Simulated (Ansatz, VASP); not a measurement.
**VSi2: VASP beside Ansatz**

The input INCAR:

```
SYSTEM = VSi2
PREC = Accurate
ENCUT = 520
EDIFF = 1E-6
ISMEAR = 0
SIGMA = 0.1
LREAL = .FALSE.
LASPH = .TRUE.
NELM = 150
ALGO = Normal
ISIF = 2
LWAVE = .FALSE.
LCHARG = .TRUE.
ISPIN = 2
MAGMOM = 0 0 2
LORBIT = 11
LMAXMIX = 4
GGA = PE
LELF = .TRUE.
LVHAR = .TRUE.
NBANDS = 22
```

KPOINTS

```
Automatic mesh
0
G
  8 8 8
  0 0 0
```

Contents of POSCAR:

```
VSi2
1.0
   -1.6055699706      1.6055699706      3.9295257316
    1.6055699706     -1.6055699706      3.9295257316
    1.6055699706      1.6055699706     -3.9295257316
Si V
2 1
Direct
    0.3350991393      0.3350991393      0.0000000000
    0.6649008607      0.6649008607      0.0000000000
    0.0000000000      0.0000000000      0.0000000000
```

Input for Ansatz:

```yaml
crystal:
  lattice:
    - [-1.6055699706, 1.6055699706, 3.9295257316]
    - [1.6055699706, -1.6055699706, 3.9295257316]
    - [1.6055699706, 1.6055699706, -3.9295257316]
  atoms:
    - { symbol: Si, position: [0.3350991393, 0.3350991393, 0.0] }
    - { symbol: Si, position: [0.6649008607, 0.6649008607, 0.0] }
    - { symbol: V, position: [0.0, 0.0, 0.0], spin: 2.0 }
basis:
  ecutwfc: 420
kpoints:
  mp_grid: { grid: [8, 8, 8] }
hamiltonian:
  xc: pbe
scf:
  occupations: { method: gaussian, width: 0.1 }
  lower_state_search: "off"
output:
  forces: true
  stress: true
  eigenvalues: true
  populations: true
magnetization:
  spin_polarized: true
```

Alike in both runs: task single point; functional PBE; k mesh 8 × 8 × 8; occupations gaussian, width 0.1 eV; collinear spin.

```csv
,VASP,Ansatz
version,VASP 6.6.1,Ansatz 0.2.0
potentials or method,"VASP PAW PBE potentials, release 64 (Si, V_sv), cutoff 520 eV","scalar-relativistic, plane waves, PAW"
valence electrons in the cell,21,21
```

Ansatz gave:

| Item | Value |
| --- | --- |
| gap on the k mesh at the Fermi level (eV) | none |
| pressure (GPa) | -7.6 |
| traceless stress, the component that is largest in VASP (GPa) | 1.98 |
| rms of the force components (eV/Å) | 0.015 |
| net moment per atom (μB) | 0.00 |

Question: What did VASP give for the same quantities?

Answer: gap on the k mesh at the Fermi level (eV): none; pressure (GPa): -7.6; traceless stress, the component that is largest in VASP (GPa): 1.97; rms of the force components (eV/Å): 0.015; net moment per atom (μB): 0.00.

Atom by atom the forces differ by 0.000 eV/Å (rms over components). A gap of «none» marks a metal or a gap that the smearing closes. Ansatz's warnings: seeded moment not kept.
